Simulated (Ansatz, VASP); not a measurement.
# Ag in VASP and in Ansatz

```
Ag
1.0
     2.62951    0.00000    0.00000
     0.00000    2.62951    0.00000
     0.00000    0.00000    2.62951
Ag
1
Direct
  0.00000 0.00000 0.00000
```

Alike in both runs: task relaxation of cell and atoms; functional PBEsol; k mesh 6 × 6 × 6; occupations gaussian, width 0.1 eV; no spin polarisation.

```csv
,VASP,Ansatz
version,VASP 6.6.1,Ansatz 0.2.0
potentials or method,"VASP PAW PBE potentials, release 64 (Ag), cutoff 500 eV","scalar-relativistic, plane waves, PAW"
valence electrons in the cell,11,19
```

```tsv
	VASP	Ansatz	Ansatz less VASP
gap on the k mesh at the Fermi level, each at its own relaxed structure (eV)	none	none	-
relaxed volume (Å³/atom)	19.41	19.49	+0.073
relaxed cell length with the largest relative difference (Å)	2.688	2.691	+0.0034
```

VASP's potentials were made for PBE, not for PBEsol. A gap of «none» marks a metal or a gap that the smearing closes. VASP's potentials hold 11 valence electrons a cell and Ansatz's 19, so a difference there can come from the potentials and not from the codes.

The k mesh is coarse, so the values compare programs but aren't converged.
